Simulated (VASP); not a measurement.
# C (Fmmm) in VASP: further runs, part 2 of 2

VASP 6.6.1. The steps go on from the part before.

### Step 4. Single point, PBEsol (8.57 Å³/atom)

This run uses another cell than the first one, of 8.57 Å³/atom.

Contents of INCAR:

```
PREC     = Accurate       # precision mode
ENCUT    = 520            # plane-wave cutoff, eV
EDIFF    = 1E-6           # SCF threshold, eV
ISMEAR   = -1             # smearing method
SIGMA    = 0.05           # smearing width, eV
LREAL    = F              # projectors in reciprocal space
LASPH    = T              # aspherical terms in the spheres
NELM     = 60             # most SCF steps
ALGO     = Normal         # electronic algorithm
ISIF     = 2              # what is computed and relaxed
LWAVE    = F              # write WAVECAR
LCHARG   = F              # write CHGCAR
GGA      = PS             # functional
NBANDS   = 11             # bands
```

Contents of KPOINTS:

```
Automatic mesh
0
Gamma
  18 18 18
```

Contents of POSCAR:

```
C
1.0
    0.0000000000      2.1127244021      3.3255295243
    1.2197581409      0.0000000000      3.3255295243
    1.2197581409      2.1127244021      0.0000000000
C
2
Direct
    0.1666700000      0.8333300000      0.1666700000
    0.8333300000      0.1666700000      0.8333300000
```

Potentials or basis: VASP PAW PBE potentials, release 64 (C).

On the command line:

```
$ cat potpaw_PBE.64/C/POTCAR > POTCAR
$ mpirun -np 1 vasp_std > vasp.out
```

OUTCAR:

```text
PREC = Accurate
   ENCUT = 520
   EDIFF = 1E-6
   ISMEAR = -1
   LREAL = F
   LASPH = T
   NELM = 60
   ISIF = 2
   GGA = PS

 ion  position               nearest neighbor table
   1  0.167  0.833  0.167-   2 1.41   2 1.41   2 1.41
   2  0.833  0.167  0.833-   1 1.41   1 1.41   1 1.41

  LATTYP: Found a face centered orthorhombic cell.
 ALAT       =     2.4395162818
 B/A-ratio  =     1.7320846906
 C/A-ratio  =     2.7263843649

  Lattice vectors:

 A1 = (   0.0000000000,   2.1127244021,   3.3255295243)
 A2 = (   1.2197581409,   0.0000000000,   3.3255295243)
 A3 = (   1.2197581409,   2.1127244021,   0.0000000000)

Analysis of symmetry for initial positions (statically):
=====================================================================
 Subroutine PRICEL returns:
 Original cell was already a primitive cell.

 Routine SETGRP: Setting up the symmetry group for a
 face centered orthorhombic supercell.

 Subroutine GETGRP returns: Found  8 space group operations
 (whereof  8 operations were pure point group operations)
 out of a pool of  8 trial point group operations.

The static configuration has the point symmetry D_2h.

Analysis of symmetry for dynamics (positions and initial velocities):
=====================================================================
 Subroutine PRICEL returns:
 Original cell was already a primitive cell.

 Routine SETGRP: Setting up the symmetry group for a
 face centered orthorhombic supercell.

 Subroutine GETGRP returns: Found  8 space group operations
 (whereof  8 operations were pure point group operations)
 out of a pool of  8 trial point group operations.

The dynamic configuration has the point symmetry D_2h.

 Subroutine INISYM returns: Found  8 space group operations
 (whereof  8 operations are pure point group operations),
 and found     1 'primitive' translations

----------------------------------------------------------------------------------------

                                     Primitive cell

  volume of cell :      17.1399

  direct lattice vectors                    reciprocal lattice vectors
     0.000000000  2.112724402  3.325529524    -0.409917330  0.236661251  0.150351995
     1.219758141  0.000000000  3.325529524     0.409917330 -0.236661251  0.150351995
     1.219758141  2.112724402  0.000000000     0.409917330  0.236661251 -0.150351995

  length of vectors
     3.939892259  3.542168339  2.439552074     0.496635165  0.496635165  0.496635165

  position of ions in fractional coordinates (direct lattice)
     0.166670000  0.833330000  0.166670000
     0.833330000  0.166670000  0.833330000

  ion indices of the primitive-cell ions
   primitive index   ion index
                 1           1
                 2           2

----------------------------------------------------------------------------------------

 KPOINTS: Automatic mesh

Automatic generation of k-mesh.
 Grid dimensions read from file:
 generate k-points for:   18   18   18

 Generating k-lattice:

  Cartesian coordinates                     Fractional coordinates (reciprocal lattice)
    -0.022773185  0.013147847  0.008352889     0.055555556  0.000000000 -0.000000000
     0.022773185 -0.013147847  0.008352889     0.000000000  0.055555556  0.000000000
     0.022773185  0.013147847 -0.008352889    -0.000000000  0.000000000  0.055555556

  Length of vectors
     0.027590843  0.027590843  0.027590843

  Shift w.r.t. Gamma in fractional coordinates (k-lattice)
     0.000000000  0.000000000  0.000000000

 Subroutine IBZKPT returns following result:
 ===========================================

 Found    865 irreducible k-points:

 Following reciprocal coordinates:
            Coordinates               Weight
  0.000000  0.000000  0.000000      1.000000
  0.055556 -0.000000  0.000000      8.000000
  0.111111 -0.000000  0.000000      8.000000
  0.166667 -0.000000 -0.000000      8.000000
  0.222222 -0.000000 -0.000000      8.000000
  0.277778  0.000000  0.000000      8.000000
[... 16 lines left out ...]
 -0.277778  0.055556  0.000000      8.000000
 -0.222222  0.055556  0.000000      8.000000
 [... further k-points ...]
   k-points           NKPTS =    865   k-points in BZ     NKDIM =    865   number of bands    NBANDS=     11
   number of dos      NEDOS =    301   number of ions     NIONS =      2
   total plane-waves  NPLWV =  15120
   dimension x,y,z NGX =    30 NGY =   28 NGZ =   18
   dimension x,y,z NGXF=    60 NGYF=   56 NGZF=   36
   ions per type =               2
   NGX,Y,Z   is equivalent  to a cutoff of  12.66, 13.14, 12.27 a.u.
   NGXF,Y,Z  is equivalent  to a cutoff of  25.32, 26.28, 24.53 a.u.
 SYSTEM =  unknown system
   PREC   = accura    normal or accurate (medium, high low for compatibility)
   ISTART =      0    job   : 0-new  1-cont  2-samecut
   ICHARG =      2    charge: 1-file 2-atom 10-const
   ISPIN  =      1    spin polarized calculation?
   LNONCOLLINEAR =      F non collinear calculations
   LSORBIT =      F    spin-orbit coupling
   LASPH  =      T    aspherical Exc in radial PAW
   ENCUT  =  520.0 eV  38.22 Ry    6.18 a.u.   7.33  6.59  4.54*2*pi/ulx,y,z
   NELM   =     60;   NELMIN=  2; NELMDL= -5     # of ELM steps
   EDIFF  = 0.1E-05   stopping-criterion for ELM
   LREAL  =      F    real-space projection
   EDIFFG = 0.1E-04   stopping-criterion for IOM
   NSW    =      0    number of steps for IOM
   IBRION =     -1    ionic relax: 0-MD 1-quasi-New 2-CG
   NFREE  =      0    steps in history (QN), initial steepest desc. (CG)
   ISIF   =      2    stress and relaxation
   ISYM   =      2    0-nonsym 1-usesym 2-fastsym
   POTIM  = 0.5000    time-step for ionic-motion
   TEBEG  =    0.0;   TEEND  =   0.0 temperature during run
   PSTRESS=    0.0 pullay stress
   NELECT =       8.0000    total number of electrons
   NUPDOWN=      -1.0000    fix difference up-down
   EMIN   =  10.00;   EMAX   =-10.00  energy-range for DOS
   EFERMI =   0.00;   METHOD = LEGACY
   ISMEAR =    -1;   SIGMA  =   0.05  broadening in eV -4-tet -1-fermi 0-gaus
   EFERMI_NEDOS =   21; number of points for ismear=-14 and -15
   IALGO  =     38    algorithm
   IMIX   =      4    mixing-type and parameters
     AMIX     =   0.40;   BMIX     =  1.00
     AMIX_MAG =   1.60;   BMIX_MAG =  1.00
  volume/ion in A,a.u.               =       8.57        57.83
  Fermi-wavevector in a.u.,A,eV,Ry     =   1.269899  2.399760 21.941332  1.612642
  Thomas-Fermi vector in A             =   2.402915
   LORBIT       =      0    0 simple, 1 ext, 2 COOP (PROOUT), +10 PAW based schemes
   GGA     = PS    functional components
   LHFCALC =     F    Hartree Fock is set to
   AEXX    =    0.0000 exact exchange contribution
   IVDW    =     0    specifies the selected vdW correction
   LEPSILON=     F    determine dielectric tensor
   LRPA    =     F    only Hartree local field effects (RPA)
 non-spin polarized calculation
  energy-cutoff  :      520.00
  volume of cell :       17.14
 maximum number of plane-waves:       477
 NGX is ok and might be reduce to    30
   NGX = 15   NGY = 13   NGZ =  9

 number of electron       8.0000000 magnetization

 Free energy of the ion-electron system (eV)
  ---------------------------------------------------
  ext. energy  EPLUGINS =         0.00000000
  ---------------------------------------------------
  free energy    TOTEN  =       -19.26964845 eV

  energy without entropy =      -19.26944408  energy(sigma->0) =      -19.26954626

 E-fermi :   4.8644     XC(G=0): -10.6711

 val. band max:        4.8250223513   @ k =  -0.2778   0.0556   0.3333
 cond. band min:       4.9079746404   @ k =  -0.2222   0.1111   0.3333
 fundamental gap:      0.0829522892
 Fermi energy:         4.8643988405

 k-point     1 :       0.0000    0.0000    0.0000
  band No.  band energies     occupation
      1     -15.0078      2.00000
      2      -1.8650      2.00000
      3       1.9064      2.00000
      4       1.9328      2.00000
      5       8.8638      0.00000
      6      13.3806      0.00000
      7      13.4569      0.00000
      8      16.6647      0.00000
      9      18.3206      0.00000
     10      27.6128      0.00000
     11      30.7284      0.00000
[... 309 lines left out ...]
 k-point    24 :      -0.2222    0.0556    0.0000
  band No.  band energies     occupation
      1     -13.1292      2.00000
      2      -3.2419      2.00000
      3      -0.4518      2.00000
      4       0.0542      2.00000
      5      11.1055      0.00000
      6      11.5302      0.00000
      7      13.1513      0.00000
      8      19.6296      0.00000
      9      21.5842      0.00000
     10      23.2454      0.00000
     11      28.3415      0.00000

 [... further k-points ...]

------------------------ aborting loop because EDIFF is reached ----------------------------------------

  FORCE on cell =-STRESS in cart. coord.  units (eV):
  Direction    XX          YY          ZZ          XY          YZ          ZX
  --------------------------------------------------------------------------------------
  -------------------------------------------------------------------------------------
  Total        1.2341774      1.1745831      0.2034016      0.0000000      0.0000000      0.0000000
  in kB      115.3667866    109.7961127     19.0133002      0.0000000      0.0000000      0.0000000
  external PRESSURE =      81.3920665 kB  Pullay stress =       0.0000000 kB

 VOLUME and BASIS-vectors are now :
 -----------------------------------------------------------------------------
  energy-cutoff  :      520.00
  volume of cell :       17.14
      direct lattice vectors                 reciprocal lattice vectors
     0.000000000  2.112724402  3.325529524    -0.409917330  0.236661251  0.150351995
     1.219758141  0.000000000  3.325529524     0.409917330 -0.236661251  0.150351995
     1.219758141  2.112724402  0.000000000     0.409917330  0.236661251 -0.150351995

 POSITION                                       TOTAL-FORCE (eV/Angst)
 -----------------------------------------------------------------------------------
      1.21976      0.70426      3.32553         0.000000      0.004015      0.000000
      1.21976      3.52119      3.32553         0.000000     -0.004015      0.000000
 -----------------------------------------------------------------------------------
    total drift:                               -0.000000     -0.000000     -0.000000

  FREE ENERGIE OF THE ION-ELECTRON SYSTEM (eV)
  ---------------------------------------------------
  free  energy   TOTEN  =       -19.2696484483 eV

  energy  without entropy=      -19.2694440783  energy(sigma->0) =      -19.26954626
```

It took 2.2 min on 1 thread of Intel Xeon Platinum 8259CL at 2.50GHz (Skylake/Cascade Lake), shared host; peak memory 0.24 GiB.

What came out:

* Free energy: -19.2696 eV
* Pressure: 8.1 GPa
* Largest force: 0.004 eV/Å

Forces on the atoms (eV/Å):
```
C    0.000  0.004  0.000
C    0.000 -0.004  0.000
```

Caveat: the cell stands under pressure; this functional lacks dispersion, which binds the layers, so the pressure and a relaxed spacing across them are unreliable; the PAW data sets were made with another functional, which shifts forces and pressure a little.

### Step 5. The runs side by side

```csv
cell,pressure (GPa)
"a = 3.980, b = 3.578, c = 2.464 Å, angles 80.1, 62.3, 37.6°, 2 atoms",-0.7
"a = 3.886, b = 3.494, c = 2.406 Å, angles 80.1, 62.3, 37.6°, 2 atoms",21.8
"a = 3.940, b = 3.542, c = 2.440 Å, angles 80.1, 62.3, 37.6°, 2 atoms",8.1
```

Alike in all rows: task single point; level PBEsol; potentials or basis VASP PAW PBE potentials, release 64 (C); no spin polarisation; k mesh 18 × 18 × 18; cutoff (eV) 520; smearing fermi-dirac 0.05 eV.

Caveats: this functional lacks dispersion, which binds the layers, so the pressure and a relaxed spacing across them are unreliable; the PAW data sets were made with another functional, which shifts forces and pressure a little; the cell stands under pressure (at least some runs).

Absolute energies hang on the potentials; compare differences alone.
